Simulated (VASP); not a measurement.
## TaN (NiAs type): relaxation of shape and atoms at fixed volume with PBE

The system is TaN (NiAs type).

```
Ta N
1.0
     2.85778    0.00000    0.00000
    -1.42889    2.47491    0.00000
     0.00000    0.00000    5.79482
Ta N
2 2
Direct
  0.00000 0.00000 0.00000
  0.00000 0.00000 0.50000
  0.33333 0.66667 0.25000
  0.66667 0.33333 0.75000
```

```
Program                : VASP 6.6.1
Task                   : relaxation of shape and atoms at fixed volume
Functional             : PBE
Potentials or basis    : VASP PAW PBE potentials, release 64 (Ta_pv, N)
Cutoff                 : 600 eV
k mesh                 : 11 × 11 × 6
Occupations            : fermi-dirac, width 0.08 eV
Spin                   : no spin polarisation
Dipole correction      : no
Further INCAR settings : ALGO = Normal; EDIFF = 1e-07; IBRION = 2; EDIFFG = -0.005; NSW = 50; ISIF = 4
```

| Item | Value |
| --- | --- |
| Energy gained by relaxing | 0.4 meV/atom |
| Ionic steps | 3 |
| Pressure after relaxing | 23.9 GPa |
| Band gap on the k mesh | zero (bands 16 and 17 overlap by 1.17 eV) |

The path:
| step | energy change (eV) | largest force (eV/Å) | pressure (GPa) | volume (Å³) |
| --- | --- | --- | --- | --- |
| 1 | 0.0000 | 0.0000 | 24.10 | 40.99 |
| 2 | 0.0004 | 0.0000 | 23.68 | 40.99 |
| 3 | -0.0016 | 0.0000 | 23.89 | 40.99 |

Final structure:
```yaml
crystal:
  lattice:
    - [2.85286, 0.00000, 0.00000]
    - [-1.42643, 2.47065, 0.00000]
    - [0.00000, 0.00000, 5.81481]
  atoms:
    - { symbol: Ta, position: [0.00000, 0.00000, 0.00000] }
    - { symbol: Ta, position: [0.00000, 0.00000, 0.50000] }
    - { symbol: N, position: [0.33333, 0.66667, 0.25000] }
    - { symbol: N, position: [0.66667, 0.33333, 0.75000] }
```

Levels at points of the mesh, in eV from the Fermi level:
| k point | band 14 | band 15 | band 16 | band 17 | band 18 | band 19 |
| --- | --- | --- | --- | --- | --- | --- |
| (0.00, 0.00, 0.00) | -2.05 | -2.05 | -0.28 | -0.28 | 0.61 | 0.61 |
| (0.00, 0.00, 0.50) | -4.05 | -0.77 | -0.77 | 1.06 | 1.06 | 1.06 |

Run time: 2.6 min on 1 thread of Intel Xeon 8259CL, on a shared host, peak memory 0.21 GiB.

Caveat: spin-orbit coupling is left out, which moves the levels of the heavy elements.
